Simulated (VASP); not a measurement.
**LiCl: single point with revPBE**

LiCl:

```
CELL_PARAMETERS angstrom
0.00000 2.56477 2.56477
2.56477 0.00000 2.56477
2.56477 2.56477 0.00000
ATOMIC_POSITIONS crystal
Cl 0.50000 0.50000 0.50000
Li 0.00000 0.00000 0.00000
```

| Quantity | Value |
| --- | --- |
| Program | VASP 6.6.1 |
| Task | single point |
| Functional | revPBE |
| Potentials or basis | VASP PAW PBE potentials, release 64 (Cl, Li_sv) |
| Cutoff | 520 eV |
| k mesh | 9 × 9 × 9 |
| Occupations | gaussian, width 0.05 eV |
| Spin | no spin polarisation |
| Dipole correction | no |
| Further INCAR settings | ALGO = Normal; EDIFF = 1e-06; NBANDS = 12 |

| Quantity | Value |
| --- | --- |
| Band gap on the k mesh | 6.54 eV, direct |

Levels at points of the mesh, in eV from the valence-band top:
| k point | band 1 | band 2 | band 3 | band 4 | band 5 | band 6 | band 7 | band 8 | band 9 | band 10 |
| --- | --- | --- | --- | --- | --- | --- | --- | --- | --- | --- |
| (0.00, 0.00, 0.00) | -43.72 | -13.39 | 0.00 | 0.00 | 0.00 | 6.54 | 12.01 | 12.01 | 12.01 | 14.65 |

It took 10 s on 1 thread of Intel(R) Xeon(R) Platinum 8488C (Sapphire Rapids) (shared host), peak memory 0.15 GiB.

 A k mesh can miss the band edges.
